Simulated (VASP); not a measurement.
## Ta: single point with PBE

Ta:

```
CELL_PARAMETERS angstrom
-1.56666 1.56666 1.56666
1.56666 -1.56666 1.56666
1.56666 1.56666 -1.56666
ATOMIC_POSITIONS crystal
Ta 0.00000 0.00000 0.00000
```

This cell differs from its parent crystal: volume scaled by 0.84.

```
Program                : VASP 6.6.1
Task                   : single point
Functional             : PBE
Potentials or basis    : VASP PAW PBE potentials, release 64 (Ta_pv)
Cutoff                 : 520 eV
k mesh                 : 16 × 16 × 16
Occupations            : fermi-dirac, width 0.05 eV
Spin                   : no spin polarisation
Dipole correction      : no
Further INCAR settings : ALGO = Normal; EDIFF = 1e-07; NBANDS = 12
```

| Item | Value |
| --- | --- |
| Pressure | 46.5 GPa |

Levels at points of the mesh, in eV from the Fermi level:
| k point | band 3 | band 4 | band 5 | band 6 | band 7 | band 8 |
| --- | --- | --- | --- | --- | --- | --- |
| (0.00, 0.00, 0.00) | -32.45 | -8.51 | 0.68 | 0.68 | 0.68 | 4.54 |
| (0.50, 0.00, 0.00) | -32.47 | -5.17 | -2.10 | 2.46 | 4.56 | 5.78 |
| (0.50, 0.50, 0.50) | -33.77 | -4.88 | -4.88 | 8.19 | 8.19 | 8.19 |

It took 11 s on 1 thread of Intel(R) Xeon(R) 6975P-C (Granite Rapids), on a shared host, peak memory 0.14 GiB.

Caveat: spin-orbit coupling is left out, which moves the levels of the heavy elements.
